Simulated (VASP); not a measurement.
A run of VASP 6.6.1 is set up as follows.

INCAR

```
SYSTEM = PbS
PREC = Accurate ; ENCUT = 520
EDIFF = 1E-7 ; ISMEAR = -1
SIGMA = 0.05 ; LREAL = .FALSE.
LASPH = .TRUE. ; NELM = 60
ALGO = Normal ; ISIF = 2
LWAVE = .FALSE. ; LCHARG = .FALSE.
GGA = B5 ; ALDAX = 1.0
AGGAX = 1.0 ; AGGAC = 1.0
ALDAC = 0.0 ; NBANDS = 17
```

File KPOINTS:

```
regular mesh
0
G
  8 8 7
  0 0 0
```

POSCAR

```
PbS
1.0
    4.0896976867      0.0000000000      0.0000000000
   -2.0448488433      3.5417820905      0.0000000000
    0.0000000000      0.0000000000      3.7881670000
Pb S
1 1
Direct
    0.0000000000      0.0000000000      0.0000000000
    0.6666666667      0.3333333333      0.5000000000
```

Potentials or basis: VASP PAW PBE potentials, release 64 (Pb_d, S).

Run with:

```sh
$ cat potpaw_PBE.64/Pb_d/POTCAR potpaw_PBE.64/S/POTCAR > POTCAR
$ mpirun -np 1 vasp_std > vasp.out
```

Task: Predict the band gap on the k mesh.

Result: 0.27 eV, indirect (least direct gap 1.70 eV).

Task: What does it give for the pressure?

Result: 3.4 GPa.

Stress tensor (GPa, compression positive):
```
3.23 0.00 0.00
0.00 3.23 0.00
0.00 0.00 3.75
```

Caveat: the PAW data sets were made with another functional, which shifts forces and pressure a little; spin-orbit coupling is left out, which moves the levels of the heavy elements. A k mesh can miss the band edges.
